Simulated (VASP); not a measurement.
## Si: relaxation of cell and atoms with PBEsol

The system is Si.

```
Si
1.0
     0.00000    2.71692    2.71692
     2.71692    0.00000    2.71692
     2.71692    2.71692    0.00000
Si
2
Direct
  0.25000 0.25000 0.25000
  0.00000 0.00000 0.00000
```

| Property | Result |
| --- | --- |
| Program | VASP 6.6.1 |
| Task | relaxation of cell and atoms |
| Functional | PBEsol |
| Potentials or basis | VASP PAW PBE potentials, release 64 (Si) |
| Cutoff | 600 eV |
| k mesh | 10 × 10 × 10 |
| Occupations | gaussian, width 0.02 eV |
| Spin | no spin polarisation |
| Dipole correction | no |
| Further INCAR settings | ALGO = Normal; EDIFF = 1e-06; IBRION = 2; EDIFFG = -0.005; NSW = 100; ISIF = 3 |

```
Relaxed volume                         : 20.08 Å³/atom
Relaxed cell                           : a = 3.844 Å, b = 3.844 Å, c = 3.844 Å, α = 60.00°, β = 60.00°, γ = 60.00°
Space group after relaxing (to 0.05 Å) : Fd-3m (No. 227)
Energy gained by relaxing              : 0.0 meV/atom
Ionic steps                            : 3
Pressure after relaxing                : 0.0 GPa
Band gap on the k mesh                 : 0.47 eV, indirect (least direct gap 2.52 eV)
```

Final structure:
```
CELL_PARAMETERS angstrom
0.00000 2.71792 2.71792
2.71792 0.00000 2.71792
2.71792 2.71792 0.00000
ATOMIC_POSITIONS crystal
Si 0.25000 0.25000 0.25000
Si 0.00000 0.00000 0.00000
```

Levels at points of the mesh, in eV from the valence-band top:
| k point | band 2 | band 3 | band 4 | band 5 | band 6 | band 7 |
| --- | --- | --- | --- | --- | --- | --- |
| (0.00, 0.00, 0.00) | 0.00 | 0.00 | 0.00 | 2.52 | 2.52 | 2.52 |
| (0.50, 0.00, 0.00) | -7.00 | -1.20 | -1.20 | 1.46 | 3.27 | 3.27 |
| (0.50, 0.50, 0.00) | -7.82 | -2.87 | -2.87 | 0.59 | 0.59 | 10.04 |

Run time: 26 s on 1 thread of Intel(R) Xeon(R) Platinum 8488C (Sapphire Rapids), with other jobs on the host, peak memory 0.17 GiB.

Caveat: the PAW data sets were made with another functional, which shifts forces and pressure a little. Expect the measured gap to be larger: semilocal functionals such as PBEsol lack the derivative discontinuity.
